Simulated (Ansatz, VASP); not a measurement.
## MgO in VASP and in Ansatz

```xyz
2
Lattice="0.0000 2.0586 2.0586 2.0586 0.0000 2.0586 2.0586 2.0586 0.0000" Properties=species:S:1:pos:R:3 pbc="T T T"
Mg    0.0000    0.0000    0.0000
O     2.0586    2.0586    2.0586
```

Alike in both runs: task single point; functional LDA; k mesh 10 × 10 × 10; occupations gaussian, width 0.02 eV; no spin polarisation.

```csv
,VASP,Ansatz
version,VASP 6.6.1,Ansatz 0.2.0
potentials or method,"VASP PAW LDA potentials, release 64 (Mg, O), cutoff 600 eV","scalar-relativistic, plane waves, PAW"
valence electrons in the cell,8,16
```

|  | VASP | Ansatz | Ansatz less VASP |
| --- | --- | --- | --- |
| gap on the k mesh at the Fermi level (eV) | 5.35 | 5.35 | -0.003 |
| least direct gap on the mesh (eV) | 5.35 | 5.35 | -0.003 |
| pressure (GPa) | 3.6 | 5.6 | +1.96 |

LDA's correlation is that of Perdew and Zunger in VASP and of Perdew and Wang (1992) in Ansatz. VASP's potentials hold 8 valence electrons a cell and Ansatz's 16, so a difference there can come from the potentials and not from the codes.
